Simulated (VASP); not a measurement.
A run of VASP 6.6.1:

File POSCAR:

```
TiO
1.0
    3.0781794553      0.0000000000      0.0000000000
   -1.5390897277      2.4797968425      0.0000000000
    0.0000000000      0.0000000000      5.5705398661
Ti O
2 2
Direct
    0.3333333333      0.6666666667      0.2500000000
    0.6666666667      0.3333333333      0.7500000000
    0.0000000000      0.0000000000      0.0000000000
    0.0000000000      0.0000000000      0.5000000000
```

Contents of INCAR.step1:

```
PREC = Accurate ; ENCUT = 520
ISMEAR = 0 ; SIGMA = 0.03
LREAL = False ; LASPH = True
NELM = 150 ; LMAXMIX = 4
LDAU = True ; LDAUTYPE = 2
LDAUL = 2 -1 ; LDAUU = 4 0
LDAUJ = 0 0 ; NBANDS = 26
GGA = PE ; ALGO = Normal
EDIFF = 1E-4 ; LWAVE = True
LCHARG = False
```

INCAR.step2

```
PREC = Accurate ; ENCUT = 520
EDIFF = 1E-6 ; ISMEAR = 0
SIGMA = 0.03 ; LREAL = False
LASPH = True ; NELM = 150
ALGO = Normal ; ISIF = 2
LWAVE = False ; LCHARG = False
LMAXMIX = 4 ; LDAU = True
LDAUTYPE = 2 ; LDAUL = 2 -1
LDAUU = 4 0 ; LDAUJ = 0 0
LDAUPRINT = 1 ; METAGGA = R2SCAN
LMIXTAU = True ; NBANDS = 26
ISTART = 1
```

The input KPOINTS:

```
regular mesh
0
Gamma
  12 12 6
```

Potentials or basis: VASP PAW PBE potentials, release 64 (Ti_sv, O).

Run with:

```console
$ cat potpaw_PBE.64/Ti_sv/POTCAR potpaw_PBE.64/O/POTCAR > POTCAR
$ cp INCAR.step1 INCAR
$ mpirun -np 1 vasp_std > vasp.out
$ cp INCAR.step2 INCAR
$ mpirun -np 1 vasp_std > vasp.out
```

Hardware: 1 thread of Intel(R) Xeon(R) 6975P-C (Granite Rapids), with other jobs on the host.

Problem. How long does it take, and how much memory?

Solution. Wall time 4.8 min on 1 thread of Intel(R) Xeon(R) 6975P-C (Granite Rapids), with other jobs on the host, peak memory 0.28 GiB. Counts: k points 172.
